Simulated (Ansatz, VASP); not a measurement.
## One calculation of Au, two programs

```
Au
1.0
     0.00000    2.04186    2.04186
     2.04186    0.00000    2.04186
     2.04186    2.04186    0.00000
Au
1
Direct
  0.00000 0.00000 0.00000
```

Alike in both runs: task single point; functional PBEsol; k mesh 18 × 18 × 18; occupations gaussian, width 0.1 eV; non-collinear spin, spin-orbit coupling.

```csv
,VASP,Ansatz
version,VASP 6.6.1,Ansatz 0.2.0
potentials or method,"VASP PAW PBE potentials, release 64 (Au), cutoff 520 eV","plane waves, PAW"
valence electrons in the cell,11,19
```

```tsv
	VASP	Ansatz	Ansatz less VASP
net moment per atom (μB)	0.00	0.00	0.000
```

VASP's potentials were made for PBE, not for PBEsol. With one functional, cell and mesh, what is left measures potentials, basis and numerics. VASP's potentials hold 11 valence electrons a cell and Ansatz's 19, so a difference there can come from the potentials and not from the codes.
